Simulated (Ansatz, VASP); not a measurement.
# Al6H in VASP and in Ansatz

```
Al H
1.0
     5.71430    0.00000    0.00000
    -2.85715    4.94873    0.00000
     0.00000    0.00000   22.60164
Al H
12 2
Direct
  0.33333 0.16667 0.17698
  0.33333 0.66667 0.17698
  0.83333 0.16667 0.17698
  0.83333 0.66667 0.17698
  0.16667 0.33333 0.27878
  0.16667 0.83333 0.27878
  0.66667 0.33333 0.27878
  0.66667 0.83333 0.27878
  0.00000 0.00000 0.38058
  0.00000 0.50000 0.38058
  0.50000 0.00000 0.38058
  0.50000 0.50000 0.38058
  0.20357 0.40715 0.40049
  0.29643 0.59285 0.40049
```

Alike in both runs: task single point; functional PBE; k mesh 6 × 6 × 1; occupations gaussian, width 0.1 eV; no spin polarisation.

```csv
,VASP,Ansatz
version,VASP 6.6.1,Ansatz 0.2.0
potentials or method,"VASP PAW PBE potentials, release 64 (Al, H), cutoff 520 eV","scalar-relativistic, plane waves, PAW"
valence electrons in the cell,38,38
```

VASP gave:

```
gap on the k mesh at the Fermi level (eV) : none
rms of the force components (eV/Å)        : 1.321
```

Q: Estimate Ansatz's values.

A: gap on the k mesh at the Fermi level (eV): none; rms of the force components (eV/Å): 1.325.

Atom by atom the forces differ by 0.005 eV/Å (rms over components). A gap of «none» marks a metal or a gap that the smearing closes.
